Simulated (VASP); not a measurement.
# Be in VASP: a series of runs

The runs below take Be through relaxation of shape and atoms at fixed volume, single point, with PBE+D3(BJ).

Everything below comes from runs of VASP 6.6.1. Logs are shortened: lines on timing, memory, paths and dates and some standing lists are left out, and cuts for length are marked.

**1. The cell of the first run**

Symmetry: I4/mmm, No. 139, tetragonal system. Conventional cell: a = 2.407 Å, b = 2.407 Å, c = 2.457 Å, α = 90.00°, β = 90.00°, γ = 90.00°. Be (site symmetry 4/mmm) has 14 Be at 2.10 to 2.46 Å within 2.8 Å.

**2. Relaxation of shape and atoms at fixed volume, PBE+D3(BJ) (7.12 Å³/atom)**

INCAR reads:

```
SYSTEM = Be
  PREC = Accurate
  ENCUT = 600
  EDIFF = 1E-6
  ISMEAR = 0
  SIGMA = 0.1
  LREAL = .FALSE.
  LASPH = .TRUE.
  NELM = 80
  ALGO = Fast
  ISIF = 4
  LWAVE = .FALSE.
  LCHARG = .FALSE.
  GGA = PE
  IVDW = 12
  IBRION = 2
  NSW = 50
  EDIFFG = -0.01
```

KPOINTS reads:

```
Automatic mesh
0
G
  16 12 12
  0 0 0
```

POSCAR reads:

```
Be
1.0
    2.4569710754      0.0000000000      0.0000000000
    0.0000000000      3.4045661486      0.0000000000
    0.0000000000      0.0000000000      3.4045664919
Be
4
Direct
    0.7499961184      0.7500001398      0.7499999949
    0.2500038816      0.2499998602      0.7499999949
    0.2499961184      0.7499998602      0.2500000051
    0.7500038816      0.2500001398      0.2500000051
```

Potentials or basis: VASP PAW PBE potentials, release 64 (Be).

On the command line:

```bash
> cat potpaw_PBE.64/Be/POTCAR > POTCAR
> mpirun -np 1 vasp_std > vasp.out
```

OUTCAR:

```text
SYSTEM = Be
   PREC = Accurate
   ENCUT = 600
   EDIFF = 1E-6
   ISMEAR = 0
   LREAL = .FALSE.
   LASPH = .TRUE.
   NELM = 80
   ISIF = 4
   GGA = PE
   IVDW = 12
   IBRION = 2
   NSW = 50
   EDIFFG = -0.01
 IVDW          = 12

 ion  position               nearest neighbor table
   1  0.750  0.750  0.750-   2 2.10   2 2.10   3 2.10   3 2.10   3 2.10   3 2.10   2 2.10   2 2.10

   2  0.250  0.250  0.750-   1 2.10   1 2.10   4 2.10   4 2.10   4 2.10   4 2.10   1 2.10   1 2.10

   3  0.250  0.750  0.250-   4 2.10   4 2.10   1 2.10   1 2.10   1 2.10   1 2.10   4 2.10   4 2.10

   4  0.750  0.250  0.250-   3 2.10   3 2.10   2 2.10   2 2.10   2 2.10   2 2.10   3 2.10   3 2.10

  LATTYP: Found a simple tetragonal cell.
 ALAT       =     3.4045661486
 C/A-ratio  =     0.7216693605

  Lattice vectors:

 A1 = (   0.0000000000,   3.4045661486,   0.0000000000)
 A2 = (   0.0000000000,   0.0000000000,   3.4045664919)
 A3 = (   2.4569710754,   0.0000000000,   0.0000000000)

Analysis of symmetry for initial positions (statically):
=====================================================================
 Subroutine PRICEL returns following result:

  LATTYP: Found a base centered orthorhombic cell.
 ALAT       =     2.4569710754
 B/A-ratio  =     1.3856762605
 C/A-ratio  =     1.3856761208

  Lattice vectors:

 A1 = (   1.2284855377,   0.0000000000,   1.7022832112)
 A2 = (   1.2284855377,   0.0000000000,  -1.7022832807)
 A3 = (   0.0000000000,   3.4045661486,   0.0000000000)

   2 primitive cells build up your supercell.

 Routine SETGRP: Setting up the symmetry group for a
 simple tetragonal supercell.

 Subroutine GETGRP returns: Found 16 space group operations
 (whereof  4 operations were pure point group operations)
 out of a pool of 16 trial point group operations.

The static configuration has the point symmetry     .
 The point group associated with its full space group is D_4h.

Analysis of symmetry for dynamics (positions and initial velocities):
=====================================================================
 Subroutine PRICEL returns following result:

  LATTYP: Found a base centered orthorhombic cell.
 ALAT       =     2.4569710754
 B/A-ratio  =     1.3856762605
 C/A-ratio  =     1.3856761208

  Lattice vectors:

 A1 = (   1.2284855377,   0.0000000000,   1.7022832112)
 A2 = (   1.2284855377,   0.0000000000,  -1.7022832807)
 A3 = (   0.0000000000,   3.4045661486,   0.0000000000)

   2 primitive cells build up your supercell.

 Routine SETGRP: Setting up the symmetry group for a
 simple tetragonal supercell.

 Subroutine GETGRP returns: Found 16 space group operations
 (whereof  4 operations were pure point group operations)
 out of a pool of 16 trial point group operations.

The dynamic configuration has the point symmetry D_4h.
 The point group associated with its full space group is D_4h.

 Subroutine INISYM returns: Found 16 space group operations
 (whereof  4 operations are pure point group operations),
 and found     2 'primitive' translations

----------------------------------------------------------------------------------------

                                     Primitive cell

  volume of cell :      14.2395

  direct lattice vectors                    reciprocal lattice vectors
     1.228485538  0.000000000  1.702283211     0.407005207  0.000000000  0.293723152
     1.228485538  0.000000000 -1.702283281     0.407005190  0.000000000 -0.293723152
     0.000000000  3.404566149  0.000000000     0.000000000  0.293723181  0.000000000

  length of vectors
     2.099272457  2.099272513  3.404566149     0.501922831  0.501922817  0.293723181

  position of ions in fractional coordinates (direct lattice)
     0.499996129  0.999996108  0.750000140
     0.000003882  0.500003882  0.249999860

  ion indices of the primitive-cell ions
   primitive index   ion index
                 1           1
                 2           2

----------------------------------------------------------------------------------------

 KPOINTS: Automatic mesh

Automatic generation of k-mesh.
 Grid dimensions read from file:
 generate k-points for:   16   12   12

 Generating k-lattice:

  Cartesian coordinates                     Fractional coordinates (reciprocal lattice)
     0.025437825  0.000000000  0.000000000     0.062500000  0.000000000  0.000000000
     0.000000000  0.024476932  0.000000000     0.000000000  0.083333333  0.000000000
     0.000000000  0.000000000  0.024476929     0.000000000  0.000000000  0.083333333

  Length of vectors
     0.025437825  0.024476932  0.024476929

  Shift w.r.t. Gamma in fractional coordinates (k-lattice)
     0.000000000  0.000000000  0.000000000

 Subroutine IBZKPT returns following result:
 ===========================================

 Found    252 irreducible k-points:

 Following reciprocal coordinates:
            Coordinates               Weight
  0.000000  0.000000  0.000000      1.000000
  0.062500  0.000000  0.000000      2.000000
  0.125000  0.000000  0.000000      2.000000
  0.187500  0.000000  0.000000      2.000000
  0.250000  0.000000  0.000000      2.000000
  0.312500  0.000000  0.000000      2.000000
[... 16 lines left out ...]
  0.250000  0.166667  0.000000      8.000000
  0.312500  0.166667  0.000000      8.000000
 [... further k-points ...]
   k-points           NKPTS =    252   k-points in BZ     NKDIM =    252   number of bands    NBANDS=      8
   number of dos      NEDOS =    301   number of ions     NIONS =      4
   total plane-waves  NPLWV =  15680
   dimension x,y,z NGX =    20 NGY =   28 NGZ =   28
   dimension x,y,z NGXF=    40 NGYF=   56 NGZF=   56
   ions per type =               4
   NGX,Y,Z   is equivalent  to a cutoff of  13.53, 13.67, 13.67 a.u.
   NGXF,Y,Z  is equivalent  to a cutoff of  27.07, 27.34, 27.34 a.u.
 SYSTEM =  Be
   PREC   = accura    normal or accurate (medium, high low for compatibility)
   ISTART =      0    job   : 0-new  1-cont  2-samecut
   ICHARG =      2    charge: 1-file 2-atom 10-const
   ISPIN  =      1    spin polarized calculation?
   LNONCOLLINEAR =      F non collinear calculations
   LSORBIT =      F    spin-orbit coupling
   LASPH  =      T    aspherical Exc in radial PAW
   ENCUT  =  600.0 eV  44.10 Ry    6.64 a.u.   4.91  6.80  6.80*2*pi/ulx,y,z
   NELM   =     80;   NELMIN=  2; NELMDL= -5     # of ELM steps
   EDIFF  = 0.1E-05   stopping-criterion for ELM
   LREAL  =      F    real-space projection
   EDIFFG = -.1E-01   stopping-criterion for IOM
   NSW    =     50    number of steps for IOM
   IBRION =      2    ionic relax: 0-MD 1-quasi-New 2-CG
   NFREE  =      1    steps in history (QN), initial steepest desc. (CG)
   ISIF   =      4    stress and relaxation
   ISYM   =      2    0-nonsym 1-usesym 2-fastsym
   POTIM  = 0.5000    time-step for ionic-motion
   TEBEG  =    0.0;   TEEND  =   0.0 temperature during run
   PSTRESS=    0.0 pullay stress
   NELECT =       8.0000    total number of electrons
   NUPDOWN=      -1.0000    fix difference up-down
   EMIN   =  10.00;   EMAX   =-10.00  energy-range for DOS
   EFERMI =   0.00;   METHOD = LEGACY
   ISMEAR =     0;   SIGMA  =   0.10  broadening in eV -4-tet -1-fermi 0-gaus
   EFERMI_NEDOS =   21; number of points for ismear=-14 and -15
   IALGO  =     68    algorithm
   IMIX   =      4    mixing-type and parameters
     AMIX     =   0.40;   BMIX     =  1.00
     AMIX_MAG =   1.60;   BMIX_MAG =  1.00
  volume/ion in A,a.u.               =       7.12        48.05
  Fermi-wavevector in a.u.,A,eV,Ry     =   1.072170  2.026107 15.640554  1.149548
  Thomas-Fermi vector in A             =   2.207932
   LORBIT       =      0    0 simple, 1 ext, 2 COOP (PROOUT), +10 PAW based schemes
   GGA     = PE    functional components
   LHFCALC =     F    Hartree Fock is set to
   AEXX    =    0.0000 exact exchange contribution
   IVDW    =    12    specifies the selected vdW correction
   LEPSILON=     F    determine dielectric tensor
   LRPA    =     F    only Hartree local field effects (RPA)
 conjugate gradient relaxation of ions
 non-spin polarized calculation
 RMM-DIIS sequential band-by-band and
 Gauss-broadening in eV      SIGMA  =   0.10
  energy-cutoff  :      600.00
  volume of cell :       28.48
 maximum number of plane-waves:       976
 NGX is ok and might be reduce to    20
   NGX =  9   NGY = 13   NGZ = 13

 number of electron       8.0000000 magnetization

 Free energy of the ion-electron system (eV)
  ---------------------------------------------------
  ext. energy  EPLUGINS =         0.00000000
  ---------------------------------------------------
  free energy    TOTEN  =       -14.55621981 eV

  energy without entropy =      -14.55384371  energy(sigma->0) =      -14.55503176

 E-fermi :   8.8653     XC(G=0): -10.9615

 val. band max:        8.8475050471   @ k =   0.0625   0.3333   0.0000
 cond. band min:       8.8754694536   @ k =   0.3750   0.4167   0.0000
 fundamental gap:      0.0279644065
 Fermi energy:         8.8652611642

 k-point     1 :       0.0000    0.0000    0.0000
  band No.  band energies     occupation
      1      -4.0179      2.00000
      2       3.3123      2.00000
      3       3.3123      2.00000
      4       9.6915      0.00000
      5       9.6915      0.00000
      6      12.5475      0.00000
      7      13.4042      0.00000
      8      13.4042      0.00000

 k-point     2 :       0.0625    0.0000    0.0000
  band No.  band energies     occupation
      1      -3.9488      2.00000
      2       3.4075      2.00000
      3       3.4075      2.00000
      4       9.6865      0.00000
      5       9.6865      0.00000
      6      11.7183      0.00000
      7      13.4953      0.00000
      8      13.4954      0.00000
[... 221 lines left out ...]
 k-point    23 :       0.2500    0.1667    0.0000
  band No.  band energies     occupation
      1      -2.6515      2.00000
      2       3.3504      2.00000
      3       5.1801      2.00000
      4       6.5086      2.00000
      5       9.3049      0.00000
      6      11.7144      0.00000
      7      13.0159      0.00000
      8      14.7902      0.00000

 k-point    24 :       0.3125    0.1667    0.0000
  band No.  band energies     occupation
      1      -2.0214      2.00000
      2       4.0431      2.00000
      3       4.8581      2.00000
      4       6.0341      2.00000
      5       8.9257      0.39278
      6      11.8179      0.00000
      7      13.8455      0.00000
      8      14.8964      0.00000

 [... further k-points ...]

------------------------ aborting loop because EDIFF is reached ----------------------------------------

 Edisp (eV)   -1.58269

 E8    (eV) :    -0.5491

  FORCE on cell =-STRESS in cart. coord.  units (eV):
  Direction    XX          YY          ZZ          XY          YZ          ZX
  --------------------------------------------------------------------------------------
  -------------------------------------------------------------------------------------
  Total       0.79409     0.80948     0.80948     0.00000     0.00000     0.00000
  in kB      44.67443    45.53979    45.53980     0.00000     0.00000     0.00000
  external pressure =       45.25 kB  Pullay stress =        0.00 kB

 VOLUME and BASIS-vectors are now :
 -----------------------------------------------------------------------------
  energy-cutoff  :      600.00
  volume of cell :       28.48
      direct lattice vectors                 reciprocal lattice vectors
     2.456971075  0.000000000  0.000000000     0.407005198  0.000000000  0.000000000
     0.000000000  3.404566149  0.000000000     0.000000000  0.293723181  0.000000000
     0.000000000  0.000000000  3.404566492     0.000000000  0.000000000  0.293723152

 POSITION                                       TOTAL-FORCE (eV/Angst)
 -----------------------------------------------------------------------------------
      1.84272      2.55343      2.55342         0.000093      0.000000      0.000000
      0.61425      0.85114      2.55342        -0.000093     -0.000000      0.000000
      0.61423      2.55342      0.85114         0.000093     -0.000000      0.000000
      1.84274      0.85114      0.85114        -0.000093      0.000000     -0.000000
 -----------------------------------------------------------------------------------
    total drift:                                0.000006     -0.000011     -0.000003

  FREE ENERGIE OF THE ION-ELECTRON SYSTEM (eV)
  ---------------------------------------------------
  free  energy   TOTEN  =       -16.1389099389 eV

  energy  without entropy=      -16.1365338376  energy(sigma->0) =      -16.13772189

 reached required accuracy - stopping structural energy minimisation
```

Run time: 99 s. Hardware: 1 thread of Intel Xeon 8259CL, shared host; peak memory 0.2 GiB.

Results:

- Free energy: -16.1389 eV
- Pressure after relaxing: 4.5 GPa
- Band gap on the k mesh: zero (bands 4 and 5 overlap by 2.81 eV)
- Dispersion energy per atom: -0.396 eV

Stress tensor (GPa, compression positive):
```
4.47 0.00 0.00
0.00 4.55 0.00
0.00 0.00 4.55
```

Final structure:
```yaml
crystal:
  lattice:
    - [2.45697, 0.00000, 0.00000]
    - [0.00000, 3.40457, 0.00000]
    - [0.00000, 0.00000, 3.40457]
  atoms:
    - { symbol: Be, position: [0.75000, 0.75000, 0.75000] }
    - { symbol: Be, position: [0.25000, 0.25000, 0.75000] }
    - { symbol: Be, position: [0.25000, 0.75000, 0.25000] }
    - { symbol: Be, position: [0.75000, 0.25000, 0.25000] }
```

[end of part 1 of 2]

The gap in the log of VASP goes by the Fermi energy; the results here count the filled bands.